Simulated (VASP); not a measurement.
AlN:

```xyz
4
Lattice="3.1540 0.0000 0.0000 -1.5770 2.7314 0.0000 0.0000 0.0000 5.0465" Properties=species:S:1:pos:R:3 pbc="T T T"
Al    1.5770    0.9105    2.5233
Al    0.0000    1.8209    0.0000
N     1.5770    0.9105    4.4410
N     0.0000    1.8209    1.9177
```

Base run:

```yaml
Program: VASP 6.6.1
Functional: SVWN5
Potentials_or_basis: VASP PAW PBE potentials, release 64 (Al, N)
Cutoff: 520 eV
k_mesh: 10 × 10 × 6
Occupations: fermi-dirac, width 0.05 eV
Spin: no spin polarisation
```

Its results: band gap on the k mesh 3.90 eV, direct; pressure -11.1 GPa; largest force 0.092 eV/Å.

Task: The run is repeated on the same cell with these changes: functional from SVWN5 to PBEsol. What comes out?

Result: Band gap on the k mesh 3.81 eV, direct; pressure -7.2 GPa; largest force 0.104 eV/Å.

PBEsol binds less tightly than SVWN5, so the same cell stands under more pressure.

Caveats: the PAW data sets were made with another functional, which shifts forces and pressure a little.

A k mesh can miss the band edges.
